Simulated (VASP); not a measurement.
The system is Co.

```
Co
1.0
     2.45541    0.00000    0.00000
    -1.22770    2.12645    0.00000
     0.00000    0.00000    3.99416
Co
2
Direct
  0.66667 0.33333 0.75000
  0.33333 0.66667 0.25000
```

Base run:

| Item | Value |
| --- | --- |
| Program | VASP 6.6.1 |
| Functional | PBE exchange alone |
| Potentials or basis | VASP PAW PBE potentials, release 64 (Co_sv) |
| Cutoff | 690 eV |
| k mesh | 12 × 12 × 7 |
| Occupations | fermi-dirac, width 0.05 eV |
| Spin | collinear spin, ferromagnetic start |
| Starting moments | [2.0, 2.0] μB |

Its results: pressure 38.0 GPa; net moment 3.28 μB per cell; site moments Co +1.73 μB.

Task: The run is repeated on the same cell with these changes: functional from PBE exchange alone to RPBE; dispersion from none to D4. What comes out?

Result: Pressure 0.9 GPa; net moment 3.20 μB per cell; site moments Co +1.67 μB.

Several settings changed at once.

Caveats: the cell stands under pressure (at least some runs); the PAW data sets were made with another functional, which shifts forces and pressure a little (at least some runs).
